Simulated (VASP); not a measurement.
LaFePO, 8 atoms in the cell. The structure is tetragonal, space group P4/nmm (No. 129). The conventional cell has a = 4.096 Å, b = 4.096 Å, c = 9.145 Å, α = 90.00°, β = 90.00°, γ = 90.00°. La (site symmetry 4mm) has 4 O at 2.39 Å within 3.2 Å. Within 3.4 Å of Fe (site symmetry -4m2) lie 4 P at 2.55 Å and 4 Fe at 2.90 Å. Within 3.5 Å of P (site symmetry 4mm) lie 4 Fe at 2.55 Å and 4 La at 3.42 Å. O (site symmetry -4m2) has 4 La at 2.39 Å and 4 O at 2.90 Å within 3.2 Å. 

* Program: VASP 6.6.1
* Task: single point
* Functional: PBEsol
* Potentials or basis: VASP PAW PBE potentials, release 64 (La, Fe, P, O)
* Cutoff: 520 eV
* k mesh: 7 × 7 × 3
* Occupations: fermi-dirac, width 0.1 eV
* Spin: collinear spin, ferromagnetic start
* Starting moments: [0.0, 0.0, 3.5, 3.5, 0.0, 0.0, 0.0, 0.0] μB
* Dipole correction: no
* Further INCAR settings: ALGO = Normal; EDIFF = 1e-06; NBANDS = 44

Potentials or basis: VASP PAW PBE potentials, release 64 (La, Fe, P, O).

Launch:

```console
$ cat potpaw_PBE.64/La/POTCAR potpaw_PBE.64/Fe/POTCAR potpaw_PBE.64/P/POTCAR potpaw_PBE.64/O/POTCAR > POTCAR
$ mpirun -np 1 vasp_std > vasp.out
```

Hardware: 1 thread of Intel(R) Xeon(R) 6975P-C (Granite Rapids), on a shared host.

Q: Estimate the wall time of this run.

A: Run time: 5.1 min on 1 thread of Intel(R) Xeon(R) 6975P-C (Granite Rapids), on a shared host, peak memory 0.44 GiB. Counts: scf iterations 25, k points 20.
